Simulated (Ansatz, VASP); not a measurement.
## Two plane-wave programs on PbO

```
Pb O
1.0
     3.10376    0.00000    0.00000
     0.00000    3.10376    0.00000
     0.00000    0.00000    3.10376
Pb O
1 1
Direct
  0.00000 0.00000 0.00000
  0.50000 0.50000 0.50000
```

Change from the starting cell: volume scaled by 0.9, PAW files.

Alike in both runs: task single point; functional PBE; k mesh 13 × 13 × 13; occupations fermi-dirac, width 0.05 eV; no spin polarisation.

|  | VASP | Ansatz |
| --- | --- | --- |
| version | VASP 6.6.1 | Ansatz 0.2.0 |
| potentials or method | VASP PAW PBE potentials, release 64 (Pb_d, O) | PAW with Ansatz's default frozen-core files, scalar-relativistic |
| plane-wave cutoff (eV) | 520 | 420 |
| valence electrons in the cell | 20 | 20 |

```tsv
	VASP	Ansatz	Ansatz less VASP
pressure (GPa)	12.5	12.5	+0.06
```

Neither program's run includes spin-orbit coupling.
